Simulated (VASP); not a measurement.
# Ir (Fd-3m) in VASP: further runs

The runs below take Ir through relaxation of cell and atoms, single point, with PBE.

Program: VASP 6.6.1. These are calculated values, not measurements. Logs are shortened: lines on timing, memory, paths and dates and some standing lists are left out, and cuts for length are marked.

## Step 1: The cell of the first run

Symmetry: Fd-3m, No. 227, cubic system. Conventional cell: a = 4.527 Å, b = 4.527 Å, c = 4.527 Å, α = 90.00°, β = 90.00°, γ = 90.00°. Within 2.6 Å of Ir (site symmetry -43m) lie 4 Ir at 1.96 Å.

This isn't the form of Ir at room conditions, which is fcc.

## Step 2: Relaxation of cell and atoms, PBE, target pressure 270 GPa, at which the enthalpy is minimised

INCAR reads:

```
SYSTEM = Ir
PREC = Accurate
ENCUT = 600
EDIFF = 1E-7
ISMEAR = -1
SIGMA = 0.05
LREAL = .False.
LASPH = .True.
NELM = 100
ALGO = Normal
ISIF = 3
LWAVE = .False.
LCHARG = .False.
GGA = PE
IBRION = 2
NSW = 60
EDIFFG = -0.005
PSTRESS = 2700.0
```

KPOINTS reads:

```
Automatic mesh
0
Gamma
  14 14 14
  0 0 0
```

POSCAR reads:

```
Ir
1.0
    0.0000000000      2.2636010611      2.2636010611
    2.2636010611      0.0000000000      2.2636010611
    2.2636010611      2.2636010611      0.0000000000
Ir
2
Direct
   -0.1250000000     -0.1250000000     -0.1250000000
    0.1250000000      0.1250000000      0.1250000000
```

Potentials or basis: VASP PAW PBE potentials, release 64 (Ir).

On the command line:

```bash
$ cat potpaw_PBE.64/Ir/POTCAR > POTCAR
$ mpirun -np 1 vasp_std > vasp.out
```

OUTCAR:

```text
SYSTEM = Ir
   PREC = Accurate
   ENCUT = 600
   EDIFF = 1E-7
   ISMEAR = -1
   LREAL = .False.
   LASPH = .True.
   NELM = 100
   ISIF = 3
   GGA = PE
   IBRION = 2
   NSW = 60
   EDIFFG = -0.005
   PSTRESS = 2700.0

 ion  position               nearest neighbor table
   1  0.875  0.875  0.875-   2 1.96   2 1.96   2 1.96   2 1.96
   2  0.125  0.125  0.125-   1 1.96   1 1.96   1 1.96   1 1.96

  LATTYP: Found a face centered cubic cell.
 ALAT       =     4.5272021222

  Lattice vectors:

 A1 = (   0.0000000000,   2.2636010611,   2.2636010611)
 A2 = (   2.2636010611,   0.0000000000,   2.2636010611)
 A3 = (   2.2636010611,   2.2636010611,   0.0000000000)

Analysis of symmetry for initial positions (statically):
=====================================================================
 Subroutine PRICEL returns:
 Original cell was already a primitive cell.

 Routine SETGRP: Setting up the symmetry group for a
 face centered cubic supercell.

 Subroutine GETGRP returns: Found 48 space group operations
 (whereof 12 operations were pure point group operations)
 out of a pool of 48 trial point group operations.

The static configuration has the point symmetry D_3d.
 The point group associated with its full space group is O_h .

Analysis of symmetry for dynamics (positions and initial velocities):
=====================================================================
 Subroutine PRICEL returns:
 Original cell was already a primitive cell.

 Routine SETGRP: Setting up the symmetry group for a
 face centered cubic supercell.

 Subroutine GETGRP returns: Found 48 space group operations
 (whereof 12 operations were pure point group operations)
 out of a pool of 48 trial point group operations.

The dynamic configuration has the point symmetry D_3d.
 The point group associated with its full space group is O_h .

 Subroutine INISYM returns: Found 48 space group operations
 (whereof 12 operations are pure point group operations),
 and found     1 'primitive' translations

----------------------------------------------------------------------------------------

                                     Primitive cell

  volume of cell :      23.1969

  direct lattice vectors                    reciprocal lattice vectors
     0.000000000  2.263601061  2.263601061    -0.220886979  0.220886979  0.220886979
     2.263601061  0.000000000  2.263601061     0.220886979 -0.220886979  0.220886979
     2.263601061  2.263601061  0.000000000     0.220886979  0.220886979 -0.220886979

  length of vectors
     3.201215320  3.201215320  3.201215320     0.382587470  0.382587470  0.382587470

  position of ions in fractional coordinates (direct lattice)
     0.875000000  0.875000000  0.875000000
     0.125000000  0.125000000  0.125000000

  ion indices of the primitive-cell ions
   primitive index   ion index
                 1           1
                 2           2

----------------------------------------------------------------------------------------

 KPOINTS: Automatic mesh

Automatic generation of k-mesh.
 Grid dimensions read from file:
 generate k-points for:   14   14   14

 Generating k-lattice:

  Cartesian coordinates                     Fractional coordinates (reciprocal lattice)
    -0.015777641  0.015777641  0.015777641     0.071428571  0.000000000  0.000000000
     0.015777641 -0.015777641  0.015777641     0.000000000  0.071428571  0.000000000
     0.015777641  0.015777641 -0.015777641     0.000000000  0.000000000  0.071428571

  Length of vectors
     0.027327676  0.027327676  0.027327676

  Shift w.r.t. Gamma in fractional coordinates (k-lattice)
     0.000000000  0.000000000  0.000000000

 Subroutine IBZKPT returns following result:
 ===========================================

 Found    104 irreducible k-points:

 Following reciprocal coordinates:
            Coordinates               Weight
  0.000000  0.000000  0.000000      1.000000
  0.071429  0.000000  0.000000      8.000000
  0.142857  0.000000  0.000000      8.000000
  0.214286  0.000000  0.000000      8.000000
  0.285714  0.000000  0.000000      8.000000
  0.357143  0.000000  0.000000      8.000000
[... 16 lines left out ...]
  0.214286  0.142857  0.000000     24.000000
  0.285714  0.142857  0.000000     24.000000
 [... further k-points ...]
   k-points           NKPTS =    104   k-points in BZ     NKDIM =    104   number of bands    NBANDS=     13
   number of dos      NEDOS =    301   number of ions     NIONS =      2
   total plane-waves  NPLWV =  21952
   dimension x,y,z NGX =    28 NGY =   28 NGZ =   28
   dimension x,y,z NGXF=    56 NGYF=   56 NGZF=   56
   ions per type =               2
   NGX,Y,Z   is equivalent  to a cutoff of  14.54, 14.54, 14.54 a.u.
   NGXF,Y,Z  is equivalent  to a cutoff of  29.08, 29.08, 29.08 a.u.
 SYSTEM =  Ir
   PREC   = accura    normal or accurate (medium, high low for compatibility)
   ISTART =      0    job   : 0-new  1-cont  2-samecut
   ICHARG =      2    charge: 1-file 2-atom 10-const
   ISPIN  =      1    spin polarized calculation?
   LNONCOLLINEAR =      F non collinear calculations
   LSORBIT =      F    spin-orbit coupling
   LASPH  =      T    aspherical Exc in radial PAW
   ENCUT  =  600.0 eV  44.10 Ry    6.64 a.u.   6.39  6.39  6.39*2*pi/ulx,y,z
   NELM   =    100;   NELMIN=  2; NELMDL= -5     # of ELM steps
   EDIFF  = 0.1E-06   stopping-criterion for ELM
   LREAL  =      F    real-space projection
   EDIFFG = -.5E-02   stopping-criterion for IOM
   NSW    =     60    number of steps for IOM
   IBRION =      2    ionic relax: 0-MD 1-quasi-New 2-CG
   NFREE  =      1    steps in history (QN), initial steepest desc. (CG)
   ISIF   =      3    stress and relaxation
   ISYM   =      2    0-nonsym 1-usesym 2-fastsym
   POTIM  = 0.5000    time-step for ionic-motion
   TEBEG  =    0.0;   TEEND  =   0.0 temperature during run
   PSTRESS= 2700.0 pullay stress
   NELECT =      18.0000    total number of electrons
   NUPDOWN=      -1.0000    fix difference up-down
   EMIN   =  10.00;   EMAX   =-10.00  energy-range for DOS
   EFERMI =   0.00;   METHOD = LEGACY
   ISMEAR =    -1;   SIGMA  =   0.05  broadening in eV -4-tet -1-fermi 0-gaus
   EFERMI_NEDOS =   21; number of points for ismear=-14 and -15
   IALGO  =     38    algorithm
   IMIX   =      4    mixing-type and parameters
     AMIX     =   0.40;   BMIX     =  1.00
     AMIX_MAG =   1.60;   BMIX_MAG =  1.00
  volume/ion in A,a.u.               =      11.60        78.27
  Fermi-wavevector in a.u.,A,eV,Ry     =   1.504374  2.842854 30.791899  2.263141
  Thomas-Fermi vector in A             =   2.615362
   LORBIT       =      0    0 simple, 1 ext, 2 COOP (PROOUT), +10 PAW based schemes
   GGA     = PE    functional components
   LHFCALC =     F    Hartree Fock is set to
   AEXX    =    0.0000 exact exchange contribution
   IVDW    =     0    specifies the selected vdW correction
   LEPSILON=     F    determine dielectric tensor
   LRPA    =     F    only Hartree local field effects (RPA)
 conjugate gradient relaxation of ions
 non-spin polarized calculation
  energy-cutoff  :      600.00
  volume of cell :       23.20
 maximum number of plane-waves:       785
 NGX is ok and might be reduce to    28
   NGX = 13   NGY = 13   NGZ = 13

--------------------------------------- Ionic step        1  -------------------------------------------

 number of electron      18.0000000 magnetization

 Free energy of the ion-electron system (eV)
  ---------------------------------------------------
  ext. energy  EPLUGINS =         0.00000000
  ---------------------------------------------------
  free energy    TOTEN  =         0.16044604 eV

  energy without entropy =        0.16647664  energy(sigma->0) =        0.16346134

------------------------ aborting loop because EDIFF is reached ----------------------------------------

  FORCE on cell =-STRESS in cart. coord.  units (eV):
  Direction    XX          YY          ZZ          XY          YZ          ZX
  --------------------------------------------------------------------------------------
  -------------------------------------------------------------------------------------
  Total       62.3236518     62.3236518     62.3236518     -0.0000000     -0.0000000      0.0000000
  in kB     4304.6100254   4304.6100254   4304.6100254     -0.0000000     -0.0000000      0.0000000
  external PRESSURE =    1604.6100254 kB  Pullay stress =    2700.0000000 kB
[... 25 lines left out ...]
--------------------------------------- Ionic step        2  -------------------------------------------

 number of electron      18.0000000 magnetization

 E-fermi :  -0.5925     XC(G=0):  -7.6332

 val. band max:       -0.5926777664   @ k =   0.4286   0.3571   0.0000
 cond. band min:      -0.5919025118   @ k =   0.5000   0.1429   0.0000
 fundamental gap:      0.0007752545
 Fermi energy:        -0.5924544860

 k-point     1 :       0.0000    0.0000    0.0000
  band No.  band energies     occupation
      1      -4.5148      2.00000
      2      -2.3805      2.00000
      3      -2.3805      2.00000
      4      -2.3805      2.00000
      5      -2.3195      2.00000
      6      -2.3195      2.00000
      7      -1.1771      1.99998
      8      -1.1771      1.99998
      9      -1.1771      1.99998
     10      -0.5081      0.31248
     11      -0.5081      0.31248
     12       5.3112      0.00000
     13       6.8718      0.00000
[... 354 lines left out ...]
  band No.  band energies     occupation
      1      -3.9415      2.00000
      2      -2.6096      2.00000
      3      -2.4288      2.00000
      4      -2.4066      2.00000
      5      -2.1300      2.00000
      6      -2.0134      2.00000
      7      -1.5087      2.00000
      8      -0.9952      1.99937
      9      -0.9948      1.99936
     10      -0.6800      1.70425
     11      -0.4060      0.04686
     12       2.6339      0.00000
     13       4.6629      0.00000

 [... further k-points ...]

------------------------ aborting loop because EDIFF is reached ----------------------------------------

  FORCE on cell =-STRESS in cart. coord.  units (eV):
  Direction    XX          YY          ZZ          XY          YZ          ZX
  --------------------------------------------------------------------------------------
  -------------------------------------------------------------------------------------
  Total      -10.5638519    -10.5638519    -10.5638519     -0.0000000     -0.0000000     -0.0000000
  in kB     -192.0456151   -192.0456151   -192.0456151     -0.0000000     -0.0000000     -0.0000000
  external PRESSURE =   -2892.0456151 kB  Pullay stress =    2700.0000000 kB
[... 59 lines left out ...]
  energy  without entropy=      -11.5673581175  energy(sigma->0) =      -11.57228385

  enthalpy is  TOTEN    =        39.5576765114 eV   P V=       51.1348861005

[... ionic steps 4 to 11 ...]

--------------------------------------- Ionic step       12  -------------------------------------------

 number of electron      18.0000002 magnetization

------------------------ aborting loop because EDIFF is reached ----------------------------------------
[... 71 lines left out ...]
--------------------------------------- Ionic step       14  -------------------------------------------

 number of electron      18.0000002 magnetization

 Free energy of the ion-electron system (eV)
  ---------------------------------------------------
  ext. energy  EPLUGINS =         0.00000000
  ---------------------------------------------------
  free energy    TOTEN  =        -6.52389178 eV

  energy without entropy =       -6.51561539  energy(sigma->0) =       -6.51975358

 E-fermi :  12.6729     XC(G=0): -13.9613

 val. band max:       12.6490976784   @ k =  -0.2857   0.3571   0.1429
 cond. band min:      12.7177293424   @ k =   0.4286   0.3571   0.0000
 fundamental gap:      0.0686316641
 Fermi energy:        12.6729421521

 k-point     1 :       0.0000    0.0000    0.0000
  band No.  band energies     occupation
      1       0.6420      2.00000
      2       3.0578      2.00000
      3       3.0578      2.00000
      4       5.0058      2.00000
      5       5.0058      2.00000
      6       5.0058      2.00000
      7       9.7016      2.00000
      8       9.7016      2.00000
      9       9.7016      2.00000
     10      15.1401      0.00000
     11      15.1401      0.00000
     12      24.3408      0.00000
     13      25.8770      0.00000
[... 354 lines left out ...]
  band No.  band energies     occupation
      1       2.0220      2.00000
      2       2.6057      2.00000
      3       3.7620      2.00000
      4       4.6044      2.00000
      5       4.8538      2.00000
      6       6.5489      2.00000
      7       7.2874      2.00000
      8       9.9117      2.00000
      9      10.5502      2.00000
     10      13.3675      0.00000
     11      15.5008      0.00000
     12      22.4341      0.00000
     13      23.0331      0.00000

 [... further k-points ...]

------------------------ aborting loop because EDIFF is reached ----------------------------------------

  FORCE on cell =-STRESS in cart. coord.  units (eV):
  Direction    XX          YY          ZZ          XY          YZ          ZX
  --------------------------------------------------------------------------------------
  -------------------------------------------------------------------------------------
  Total       44.3339592     44.3339592     44.3339592     -0.0000000     -0.0000000     -0.0000000
  in kB     2700.0647761   2700.0647761   2700.0647761     -0.0000000     -0.0000000     -0.0000000
  external PRESSURE =       0.0647761 kB  Pullay stress =    2700.0000000 kB
[... 21 lines left out ...]
  energy  without entropy=       -6.5156153872  energy(sigma->0) =       -6.51975358

  enthalpy is  TOTEN    =        37.8090038606 eV   P V=       44.3328956413

 reached required accuracy - stopping structural energy minimisation
```

Wall time 8.9 min (1 thread of Intel Xeon 8259CL, shared host); peak memory 0.2 GiB.

Results:

```yaml
Free_energy: -6.5239 eV
Relaxed_volume: 13.15 Å³/atom
Relaxed_cell: a = 3.338 Å, b = 3.338 Å, c = 3.338 Å, α = 60.00°, β = 60.00°, γ = 60.00°
Space_group_after_relaxing_to_0.1_Å: Fd-3m (No. 227)
Energy_change_on_relaxing_the_run_minimises_the_enthalpy: -3342.2 meV/atom
Ionic_steps: 14
Pressure_after_relaxing: 270.0 GPa
Band_gap_on_the_k_mesh: zero (bands 9 and 10 overlap by 3.15 eV)
```

The path:
```tsv
step	energy change (eV)	largest force (eV/Å)	pressure (GPa)	volume (Å³)
1	0.0000	0.0000	430.46	23.20
2	-9.7990	0.0000	-19.20	88.13
3	-11.7377	0.0000	142.96	30.34
4	-7.0829	0.0000	260.26	26.55
5	-6.7079	0.0000	269.42	26.32
6	-6.5980	0.0000	272.11	26.26
7	-6.6114	0.0000	271.78	26.26
8	-6.6518	0.0000	270.79	26.29
9	-6.6527	0.0000	270.78	26.29
10	-6.6553	0.0000	270.71	26.29
11	-6.6604	0.0000	270.59	26.29
12	-6.6707	0.0000	270.33	26.30
13	-6.6913	0.0000	269.83	26.31
14	-6.6843	0.0000	270.01	26.31
```

Final structure:
```xyz
2
Lattice="0.0000 2.3606 2.3606 2.3606 0.0000 2.3606 2.3606 2.3606 0.0000" Properties=species:S:1:pos:R:3 pbc="T T T"
Ir    4.1310    4.1310    4.1310
Ir    0.5901    0.5901    0.5901
```

Levels at points of the mesh, in eV from the Fermi level:
| k point | band 7 | band 8 | band 9 | band 10 | band 11 | band 12 |
| --- | --- | --- | --- | --- | --- | --- |
| (0.00, 0.00, 0.00) | -2.97 | -2.97 | -2.97 | 2.47 | 2.47 | 11.67 |
| (0.50, 0.00, 0.00) | -3.33 | -1.19 | -1.19 | 0.97 | 0.97 | 2.63 |
| (0.50, 0.50, 0.00) | -4.67 | -4.67 | 1.45 | 1.45 | 3.34 | 3.34 |

Caveat: the cell is relaxed towards a set pressure, so the run minimises the enthalpy, not the energy; spin-orbit coupling is left out, which moves the levels of the heavy elements.

## Step 3: Relaxation of cell and atoms, PBE, target pressure 270 GPa, at which the enthalpy is minimised

This run uses another cell than the first one, of 13.44 Å³/atom.

INCAR reads:

```
SYSTEM = Ir
  ALGO = Normal
  EDIFF = 1E-6
  EDIFFG = -0.005
  ENCUT = 600
  GGA = PE
  IBRION = 2
  ISIF = 3
  ISMEAR = -1
  LASPH = .TRUE.
  LCHARG = .FALSE.
  LREAL = .FALSE.
  LWAVE = .FALSE.
  NELM = 100
  NSW = 32
  PREC = Accurate
  PSTRESS = 2700.0
  SIGMA = 0.05
```

KPOINTS reads:

```
k-points
0
G
  14 14 14
  0 0 0
```

POSCAR reads:

```
Ir
1.0
    0.0000000000      2.3775823209      2.3775823209
    2.3775823209      0.0000000000      2.3775823209
    2.3775823209      2.3775823209      0.0000000000
Ir
2
Direct
   -0.1250000000     -0.1250000000     -0.1250000000
    0.1250000000      0.1250000000      0.1250000000
```

Potentials or basis: VASP PAW PBE potentials, release 64 (Ir).

On the command line:

```bash
$ cat potpaw_PBE.64/Ir/POTCAR > POTCAR
$ mpirun -np 1 vasp_std > vasp.out
```

Run time: 4.7 min. Hardware: 1 thread of Intel Xeon 8259CL, shared host; peak memory 0.2 GiB.

Results (log left out):

```
Free energy                                                : -6.5253 eV
Relaxed volume                                             : 13.15 Å³/atom
Relaxed cell                                               : a = 3.338 Å, b = 3.338 Å, c = 3.338 Å, α = 60.00°, β = 60.00°, γ = 60.00°
Space group after relaxing (to 0.1 Å)                      : Fd-3m (No. 227)
Energy change on relaxing (the run minimises the enthalpy) : +462.0 meV/atom
Ionic steps                                                : 7
Pressure after relaxing                                    : 270.0 GPa
Band gap on the k mesh                                     : zero (bands 9 and 10 overlap by 3.15 eV)
```

Step by step:
```csv
step,energy change (eV),largest force (eV/Å),pressure (GPa),volume (Å³)
1,0.0000,0.0000,247.38,26.88
2,17.9299,0.0000,674.94,20.15
3,0.7792,0.0000,266.46,26.39
4,0.9078,0.0000,269.60,26.32
5,0.9266,0.0000,270.08,26.31
6,0.8917,0.0000,269.23,26.33
7,0.9240,0.0000,269.98,26.31
```

Final structure:
```
CELL_PARAMETERS angstrom
0.00000 2.36058 2.36058
2.36058 0.00000 2.36058
2.36058 2.36058 0.00000
ATOMIC_POSITIONS crystal
Ir 0.87500 0.87500 0.87500
Ir 0.12500 0.12500 0.12500
```

Levels at points of the mesh, in eV from the Fermi level:
| k point | band 5 | band 6 | band 7 | band 8 | band 9 | band 10 | band 11 | band 12 | band 13 |
| --- | --- | --- | --- | --- | --- | --- | --- | --- | --- |
| (0.00, 0.00, 0.00) | -7.67 | -7.67 | -2.97 | -2.97 | -2.97 | 2.47 | 2.47 | 11.67 | 13.20 |
| (0.50, 0.00, 0.00) | -8.51 | -8.45 | -3.33 | -1.19 | -1.19 | 0.97 | 0.97 | 2.63 | 10.05 |
| (0.50, 0.50, 0.00) | -4.78 | -4.78 | -4.67 | -4.67 | 1.45 | 1.45 | 3.34 | 3.34 | 4.60 |

Caveat: the cell is relaxed towards a set pressure, so the run minimises the enthalpy, not the energy; spin-orbit coupling is left out, which moves the levels of the heavy elements.

(Continued in part 2 of 2.)
